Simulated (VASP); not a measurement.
# Na2H5 in VASP: further runs

Na2H5 is run at these levels: PBE; tasks: single point, relaxation of cell and atoms.

Everything below comes from runs of VASP 6.6.1. Logs are shortened: lines on timing, memory, paths and dates and some standing lists are left out, and cuts for length are marked.

## 1. The cell of the first run

The typed cell holds 7 atoms: a = 5.161 Å, b = 5.161 Å, c = 5.161 Å, α = 115.31°, β = 115.31°, γ = 98.33°.

The cell was generated, and may not be a known phase.

## 2. Single point, PBE

INCAR

```
ALGO = Normal
EDIFF = 1E-6
ENCUT = 520
GGA = PE
ISIF = 2
ISMEAR = 0
LASPH = T
LCHARG = F
LREAL = F
LWAVE = F
NBANDS = 18
NELM = 100
PREC = Accurate
SIGMA = 0.1
```

KPOINTS

```
k-points
0
Gamma
  4 4 4
```

POSCAR

```
Na2H5
1.0
   -2.7613858345      2.7613858345      3.3749034311
    2.7613858345     -2.7613858345      3.3749034311
    2.7613858345      2.7613858345     -3.3749034311
Na H
2 5
Direct
    0.7500000000      0.2500000000      0.5000000000
    0.2500000000      0.7500000000      0.5000000000
    0.7747470204      0.0002520734      0.7749990938
    0.2252529796      0.9997479266      0.2250009062
    0.0002520734      0.2252529796      0.2255050529
    0.9997479266      0.7747470204      0.7744949471
    0.0000000000      0.0000000000      0.0000000000
```

Potentials or basis: VASP PAW PBE potentials, release 64 (Na_pv, H).

Command:

```sh
cat potpaw_PBE.64/Na_pv/POTCAR potpaw_PBE.64/H/POTCAR > POTCAR
mpirun -np 1 vasp_std > vasp.out
```

OUTCAR:

```text
EDIFF = 1E-6
   ENCUT = 520
   GGA = PE
   ISIF = 2
   ISMEAR = 0
   LASPH = T
   LREAL = F
   NELM = 100
   PREC = Accurate

 ion  position               nearest neighbor table
   1  0.750  0.250  0.500-
   2  0.250  0.750  0.500-
   3  0.775  0.000  0.775-
   4  0.225  1.000  0.225-
   5  0.000  0.225  0.226-
   6  1.000  0.775  0.774-
   7  0.000  0.000  0.000-

  LATTYP: Found a body centered tetragonal cell.
 ALAT       =     5.5227716690
 C/A-ratio  =     1.2221774259

  Lattice vectors:

 A1 = (  -2.7613858345,   2.7613858345,   3.3749034311)
 A2 = (   2.7613858345,  -2.7613858345,   3.3749034311)
 A3 = (   2.7613858345,   2.7613858345,  -3.3749034311)

Analysis of symmetry for initial positions (statically):
=====================================================================
 Subroutine PRICEL returns:
 Original cell was already a primitive cell.

 Routine SETGRP: Setting up the symmetry group for a
 body centered tetragonal supercell.

 Subroutine GETGRP returns: Found  8 space group operations
 (whereof  8 operations were pure point group operations)
 out of a pool of 16 trial point group operations.

The static configuration has the point symmetry C_4h.

Analysis of symmetry for dynamics (positions and initial velocities):
=====================================================================
 Subroutine PRICEL returns:
 Original cell was already a primitive cell.

 Routine SETGRP: Setting up the symmetry group for a
 body centered tetragonal supercell.

 Subroutine GETGRP returns: Found  8 space group operations
 (whereof  8 operations were pure point group operations)
 out of a pool of 16 trial point group operations.

The dynamic configuration has the point symmetry C_4h.

 Subroutine INISYM returns: Found  8 space group operations
 (whereof  8 operations are pure point group operations),
 and found     1 'primitive' translations

----------------------------------------------------------------------------------------

                                     Primitive cell

  volume of cell :     102.9380

  direct lattice vectors                    reciprocal lattice vectors
    -2.761385834  2.761385834  3.374903431     0.000000000  0.181068503  0.148152387
     2.761385834 -2.761385834  3.374903431     0.181068503  0.000000000  0.148152387
     2.761385834  2.761385834 -3.374903431     0.181068503  0.181068503  0.000000000

  length of vectors
     5.161441332  5.161441332  5.161441332     0.233954980  0.233954980  0.256069533

  position of ions in fractional coordinates (direct lattice)
     0.750000000  0.250000000  0.500000000
     0.250000000  0.750000000  0.500000000
     0.774747020  0.000252073  0.774999094
     0.225252980  0.999747927  0.225000906
     0.000252073  0.225252980  0.225505053
     0.999747927  0.774747020  0.774494947
     0.000000000  0.000000000  0.000000000

  ion indices of the primitive-cell ions
   primitive index   ion index
                 1           1
                 2           2
                 3           3
                 4           4
                 5           5
                 6           6
                 7           7

----------------------------------------------------------------------------------------

 KPOINTS: k-points

Automatic generation of k-mesh.
 Grid dimensions read from file:
 generate k-points for:    4    4    4

 Generating k-lattice:

  Cartesian coordinates                     Fractional coordinates (reciprocal lattice)
     0.000000000  0.045267126  0.037038097     0.250000000 -0.000000000  0.000000000
     0.045267126  0.000000000  0.037038097    -0.000000000  0.250000000  0.000000000
     0.045267126  0.045267126  0.000000000     0.000000000  0.000000000  0.250000000

  Length of vectors
     0.058488745  0.058488745  0.064017383

  Shift w.r.t. Gamma in fractional coordinates (k-lattice)
     0.000000000  0.000000000  0.000000000

 Subroutine IBZKPT returns following result:
 ===========================================

 Found     14 irreducible k-points:

 Following reciprocal coordinates:
            Coordinates               Weight
  0.000000  0.000000  0.000000      1.000000
  0.250000  0.000000  0.000000      8.000000
  0.500000  0.000000  0.000000      4.000000
  0.250000  0.250000  0.000000      8.000000
  0.500000  0.250000 -0.000000      8.000000
 -0.250000  0.500000  0.000000      8.000000
 -0.250000  0.250000  0.000000      4.000000
  0.500000  0.500000  0.000000      2.000000
  0.250000  0.250000  0.250000      2.000000
 -0.250000  0.250000  0.250000      4.000000
  0.500000  0.500000  0.250000      4.000000
 -0.250000  0.500000  0.250000      8.000000
 -0.250000 -0.250000  0.250000      2.000000
  0.500000  0.500000  0.500000      1.000000
   k-points           NKPTS =     14   k-points in BZ     NKDIM =     14   number of bands    NBANDS=     18
   number of dos      NEDOS =    301   number of ions     NIONS =      7
   total plane-waves  NPLWV =  64000
   dimension x,y,z NGX =    40 NGY =   40 NGZ =   40
   dimension x,y,z NGXF=    80 NGYF=   80 NGZF=   80
   ions per type =               2   5
   NGX,Y,Z   is equivalent  to a cutoff of  12.88, 12.88, 12.88 a.u.
   NGXF,Y,Z  is equivalent  to a cutoff of  25.77, 25.77, 25.77 a.u.
 SYSTEM =  unknown system
   PREC   = accura    normal or accurate (medium, high low for compatibility)
   ISTART =      0    job   : 0-new  1-cont  2-samecut
   ICHARG =      2    charge: 1-file 2-atom 10-const
   ISPIN  =      1    spin polarized calculation?
   LNONCOLLINEAR =      F non collinear calculations
   LSORBIT =      F    spin-orbit coupling
   LASPH  =      T    aspherical Exc in radial PAW
   ENCUT  =  520.0 eV  38.22 Ry    6.18 a.u.   9.60  9.60  9.60*2*pi/ulx,y,z
   NELM   =    100;   NELMIN=  2; NELMDL= -5     # of ELM steps
   EDIFF  = 0.1E-05   stopping-criterion for ELM
   LREAL  =      F    real-space projection
   EDIFFG = 0.1E-04   stopping-criterion for IOM
   NSW    =      0    number of steps for IOM
   IBRION =     -1    ionic relax: 0-MD 1-quasi-New 2-CG
   NFREE  =      0    steps in history (QN), initial steepest desc. (CG)
   ISIF   =      2    stress and relaxation
   ISYM   =      2    0-nonsym 1-usesym 2-fastsym
   POTIM  = 0.5000    time-step for ionic-motion
   TEBEG  =    0.0;   TEEND  =   0.0 temperature during run
   PSTRESS=    0.0 pullay stress
   NELECT =      19.0000    total number of electrons
   NUPDOWN=      -1.0000    fix difference up-down
   EMIN   =  10.00;   EMAX   =-10.00  energy-range for DOS
   EFERMI =   0.00;   METHOD = LEGACY
   ISMEAR =     0;   SIGMA  =   0.10  broadening in eV -4-tet -1-fermi 0-gaus
   EFERMI_NEDOS =   21; number of points for ismear=-14 and -15
   IALGO  =     38    algorithm
   IMIX   =      4    mixing-type and parameters
     AMIX     =   0.40;   BMIX     =  1.00
     AMIX_MAG =   1.60;   BMIX_MAG =  1.00
  volume/ion in A,a.u.               =      14.71        99.24
  Fermi-wavevector in a.u.,A,eV,Ry     =   0.932111  1.761434 11.821156  0.868830
  Thomas-Fermi vector in A             =   2.058674
   LORBIT       =      0    0 simple, 1 ext, 2 COOP (PROOUT), +10 PAW based schemes
   GGA     = PE    functional components
   LHFCALC =     F    Hartree Fock is set to
   AEXX    =    0.0000 exact exchange contribution
   IVDW    =     0    specifies the selected vdW correction
   LEPSILON=     F    determine dielectric tensor
   LRPA    =     F    only Hartree local field effects (RPA)
 non-spin polarized calculation
 Gauss-broadening in eV      SIGMA  =   0.10
  energy-cutoff  :      520.00
  volume of cell :      102.94
 maximum number of plane-waves:      2810
 NGX is ok and might be reduce to    40
   NGX = 19   NGY = 19   NGZ = 19

 number of electron      19.0000008 magnetization

 Free energy of the ion-electron system (eV)
  ---------------------------------------------------
  ext. energy  EPLUGINS =         0.00000000
  ---------------------------------------------------
  free energy    TOTEN  =       -15.78141216 eV

  energy without entropy =      -15.77857126  energy(sigma->0) =      -15.77999171

 E-fermi :   0.3344     XC(G=0):  -6.4138

 val. band max:        0.1226441606   @ k =   0.0000   0.0000   0.0000
 cond. band min:       0.3820202918   @ k =   0.5000   0.5000   0.2500
 fundamental gap:      0.2593761312
 Fermi energy:         0.3343575293

 k-point     1 :       0.0000    0.0000    0.0000
  band No.  band energies     occupation
      1     -24.6317      2.00000
      2     -24.6317      2.00000
      3     -24.6283      2.00000
      4     -24.6283      2.00000
      5     -24.5667      2.00000
      6     -24.5125      2.00000
[... 10 lines left out ...]
     17       6.4428      0.00000
     18       6.4428      0.00000

 k-point     2 :       0.2500    0.0000    0.0000
  band No.  band energies     occupation
      1     -24.6315      2.00000
      2     -24.6315      2.00000
      3     -24.6290      2.00000
      4     -24.6288      2.00000
      5     -24.5590      2.00000
      6     -24.5207      2.00000
[... 10 lines left out ...]
     17       7.1298      0.00000
     18       8.2576      0.00000

 k-point     3 :       0.5000    0.0000    0.0000
  band No.  band energies     occupation
      1     -24.6312      2.00000
      2     -24.6310      2.00000
      3     -24.6297      2.00000
      4     -24.6295      2.00000
      5     -24.5402      2.00000
      6     -24.5402      2.00000
[... 202 lines left out ...]
 k-point    13 :      -0.2500   -0.2500    0.2500
  band No.  band energies     occupation
      1     -24.6355      2.00000
      2     -24.6355      2.00000
      3     -24.6251      2.00000
      4     -24.6250      2.00000
      5     -24.5416      2.00000
      6     -24.5388      2.00000
[... 10 lines left out ...]
     17       8.4326      0.00000
     18       8.6398      0.00000

 k-point    14 :       0.5000    0.5000    0.5000
  band No.  band energies     occupation
      1     -24.6391      2.00000
      2     -24.6391      2.00000
      3     -24.6219      2.00000
      4     -24.6219      2.00000
      5     -24.5706      2.00000
      6     -24.5108      2.00000
[... 10 lines left out ...]
     17       9.4010      0.00000
     18       9.4848      0.00000

------------------------ aborting loop because EDIFF is reached ----------------------------------------

  FORCE on cell =-STRESS in cart. coord.  units (eV):
  Direction    XX          YY          ZZ          XY          YZ          ZX
  --------------------------------------------------------------------------------------
  -------------------------------------------------------------------------------------
  Total       -0.0698517     -0.0698517     -0.2112672     -0.0000000      0.0000000      0.0000000
  in kB       -1.0872067     -1.0872067     -3.2882669     -0.0000001      0.0000000      0.0000000
  external PRESSURE =      -1.8208935 kB  Pullay stress =       0.0000000 kB

 VOLUME and BASIS-vectors are now :
 -----------------------------------------------------------------------------
  energy-cutoff  :      520.00
  volume of cell :      102.94
      direct lattice vectors                 reciprocal lattice vectors
    -2.761385834  2.761385834  3.374903431     0.000000000  0.181068503  0.148152387
     2.761385834 -2.761385834  3.374903431     0.181068503  0.000000000  0.148152387
     2.761385834  2.761385834 -3.374903431     0.181068503  0.181068503  0.000000000

 POSITION                                       TOTAL-FORCE (eV/Angst)
 -----------------------------------------------------------------------------------
      0.00000      2.76139      1.68745         0.000000      0.000000      0.000000
      2.76139      0.00000      1.68745         0.000000     -0.000000      0.000000
      0.00139      4.27875     -0.00000        -0.000351     -0.018432      0.000000
      2.75999     -1.51737      3.37490         0.000351      0.018432     -0.000000
      1.24402      0.00139      0.00000         0.018432     -0.000351      0.000000
      1.51737      2.75999      3.37490        -0.018432      0.000351     -0.000000
      0.00000      0.00000      0.00000         0.000000     -0.000000      0.000000
 -----------------------------------------------------------------------------------
    total drift:                                0.000000      0.000000      0.000000

  FREE ENERGIE OF THE ION-ELECTRON SYSTEM (eV)
  ---------------------------------------------------
  free  energy   TOTEN  =       -15.7814121616 eV

  energy  without entropy=      -15.7785712554  energy(sigma->0) =      -15.77999171
```

Wall time 31 s (1 thread of Oxide Virtual Turin-like, shared host); peak memory 0.2 GiB.

What came out:

| Item | Value |
| --- | --- |
| Free energy | -15.7814 eV |
| Pressure | -0.2 GPa |
| Largest force | 0.018 eV/Å |
| Band gap on the k mesh | zero (an odd number of electrons rules out a gap without spin polarisation) |

Forces on the atoms (eV/Å):
```
Na   0.000  0.000  0.000
Na   0.000  0.000  0.000
H    0.000 -0.018  0.000
H    0.000  0.018  0.000
H    0.018  0.000  0.000
H   -0.018  0.000  0.000
H    0.000  0.000  0.000
```

Levels at points of the mesh, in eV from the Fermi level:
```tsv
k point	band 6	band 7	band 8	band 9	band 10	band 11	band 12	band 13
(0.00, 0.00, 0.00)	-24.85	-9.39	-2.68	-2.68	-0.67	-0.21	4.61	4.90
(0.50, 0.00, 0.00)	-24.87	-9.15	-3.96	-2.84	-0.41	1.51	2.24	3.66
(0.50, 0.50, 0.00)	-24.85	-9.06	-4.27	-3.32	1.26	1.31	2.52	3.18
(0.50, 0.50, 0.50)	-24.85	-9.09	-3.08	-3.08	-1.24	0.36	0.82	5.02
```

Caveat: the k points lie up to 0.37 Å⁻¹ apart, too coarse for converged energies and pressures of a metal; an odd number of electrons without spin polarisation forces a metal; a magnetic or distorted state may lie lower.

## 3. Single point, PBE

This run uses another cell than the first one, of 14.76 Å³/atom.

INCAR

```
SYSTEM = Na2H5
PREC     = Accurate       ! precision mode
ENCUT    = 520            ! plane-wave cutoff, eV
EDIFF    = 1E-7           ! SCF threshold, eV
ISMEAR   = 0              ! smearing method
SIGMA    = 0.1            ! smearing width, eV
LREAL    = .FALSE.        ! projectors in reciprocal space
LASPH    = .TRUE.         ! aspherical terms in the spheres
NELM     = 60             ! most SCF steps
ALGO     = Fast           ! electronic algorithm
ISIF     = 2              ! what is computed and relaxed
LWAVE    = .FALSE.        ! write WAVECAR
LCHARG   = .TRUE.         ! write CHGCAR
GGA      = PE             ! functional
LELF     = .TRUE.         ! ELF
LVHAR    = .TRUE.       
NBANDS   = 18             ! bands
```

KPOINTS

```
Automatic mesh
0
G
  10 10 10
  0 0 0
```

POSCAR

```
Na2H5
1.0
   -2.7908663810      2.7908663810      3.3158773655
    2.7908663810     -2.7908663810      3.3158773655
    2.7908663810      2.7908663810     -3.3158773655
Na H
2 5
Direct
    0.7500000000      0.2500000000      0.5000000000
    0.2500000000      0.7500000000      0.5000000000
    0.7787599537      0.0000000000      0.7787599537
    0.2212400463      0.0000000000      0.2212400463
    0.0000000000      0.2212400463      0.2212400463
    0.0000000000      0.7787599537      0.7787599537
    0.0000000000      0.0000000000      0.0000000000
```

Potentials or basis: VASP PAW PBE potentials, release 64 (Na_pv, H).

Command:

```sh
cat potpaw_PBE.64/Na_pv/POTCAR potpaw_PBE.64/H/POTCAR > POTCAR
mpirun -np 1 vasp_std > vasp.out
```

OUTCAR:

```text
SYSTEM = Na2H5
   PREC = Accurate
   ENCUT = 520
   EDIFF = 1E-7
   ISMEAR = 0
   LREAL = .FALSE.
   LASPH = .TRUE.
   NELM = 60
   ISIF = 2
   GGA = PE

 ion  position               nearest neighbor table
   1  0.750  0.250  0.500-
   2  0.250  0.750  0.500-
   3  0.779  0.000  0.779-
   4  0.221  0.000  0.221-
   5  0.000  0.221  0.221-
   6  0.000  0.779  0.779-
   7  0.000  0.000  0.000-

  LATTYP: Found a body centered tetragonal cell.
 ALAT       =     5.5817327620
 C/A-ratio  =     1.1881175638

  Lattice vectors:

 A1 = (  -2.7908663810,   2.7908663810,   3.3158773655)
 A2 = (   2.7908663810,  -2.7908663810,   3.3158773655)
 A3 = (   2.7908663810,   2.7908663810,  -3.3158773655)

Analysis of symmetry for initial positions (statically):
=====================================================================
[... 185 lines left out ...]

 val. band max:        0.1791236267   @ k =  -0.3000  -0.3000   0.1000
 cond. band min:       0.1926058276   @ k =  -0.2000   0.1000   0.0000
 fundamental gap:      0.0134822009
 Fermi energy:         0.1887982229

 k-point     1 :       0.0000    0.0000    0.0000
  band No.  band energies     occupation
      1     -24.6449      2.00000
      2     -24.6448      2.00000
      3     -24.6437      2.00000
      4     -24.6437      2.00000
      5     -24.6021      2.00000
      6     -24.5384      2.00000
[... 481 lines left out ...]
      5     -24.5905      2.00000
      6     -24.5512      2.00000
[... 10 lines left out ...]
     17       7.6376      0.00000
     18       8.3625      0.00000

 [... further k-points ...]

------------------------ aborting loop because EDIFF is reached ----------------------------------------

  FORCE on cell =-STRESS in cart. coord.  units (eV):
  Direction    XX          YY          ZZ          XY          YZ          ZX
  --------------------------------------------------------------------------------------
  -------------------------------------------------------------------------------------
  Total       -0.0289548     -0.0289548     -0.0161408      0.0000000      0.0000000      0.0000000
  in kB       -0.4490502     -0.4490502     -0.2503223      0.0000000      0.0000000      0.0000000
  external PRESSURE =      -0.3828075 kB  Pullay stress =       0.0000000 kB

 VOLUME and BASIS-vectors are now :
 -----------------------------------------------------------------------------
  energy-cutoff  :      520.00
  volume of cell :      103.31
      direct lattice vectors                 reciprocal lattice vectors
    -2.790866381  2.790866381  3.315877366     0.000000000  0.179155836  0.150789654
     2.790866381 -2.790866381  3.315877366     0.179155836  0.000000000  0.150789654
     2.790866381  2.790866381 -3.315877366     0.179155836  0.179155836  0.000000000

 POSITION                                       TOTAL-FORCE (eV/Angst)
 -----------------------------------------------------------------------------------
      0.00000      2.79087      1.65794        -0.000000      0.000000     -0.000000
      2.79087      0.00000      1.65794         0.000000     -0.000000     -0.000000
      0.00000      4.34683      0.00000         0.000000      0.002005     -0.000000
      0.00000      1.23490      0.00000        -0.000000     -0.002005      0.000000
      1.23490      0.00000      0.00000        -0.002005     -0.000000      0.000000
      4.34683      0.00000      0.00000         0.002005      0.000000     -0.000000
      0.00000      0.00000      0.00000         0.000000      0.000000      0.000000
 -----------------------------------------------------------------------------------
    total drift:                                0.000000      0.000000      0.000000

  FREE ENERGIE OF THE ION-ELECTRON SYSTEM (eV)
  ---------------------------------------------------
  free  energy   TOTEN  =       -15.7226704766 eV

  energy  without entropy=      -15.7131967544  energy(sigma->0) =      -15.71793362
```

Run time: 4.7 min. Hardware: 1 thread of Oxide Virtual Turin-like, shared host; peak memory 0.29 GiB.

What came out:

| Quantity | Value |
| --- | --- |
| Free energy | -15.7227 eV |
| Pressure | 0.0 GPa |
| Band gap on the k mesh | zero (an odd number of electrons rules out a gap without spin polarisation) |

Forces in eV/Å, atoms in the order of the input:
```
Na   0.000  0.000  0.000
Na   0.000  0.000  0.000
H    0.000  0.002  0.000
H    0.000 -0.002  0.000
H   -0.002  0.000  0.000
H    0.002  0.000  0.000
H    0.000  0.000  0.000
```

Levels at points of the mesh, in eV from the Fermi level:
```
           k point  band 8  band 9  band 10  band 11  band 12  band 13
(0.00, 0.00, 0.00)   -2.59   -2.59    -0.58     0.01     4.77     5.07
(0.50, 0.00, 0.00)   -3.80   -2.75    -0.27     1.63     2.32     3.71
(0.50, 0.50, 0.00)   -4.14   -3.15     1.35     1.43     2.72     3.39
(0.50, 0.50, 0.50)   -3.00   -3.00    -1.10     0.62     0.99     5.09
```

Caveat: an odd number of electrons without spin polarisation forces a metal; a magnetic or distorted state may lie lower.

(Part 1 of 2 ends here.)

The gap in the log of VASP goes by the Fermi energy; the results here count the filled bands.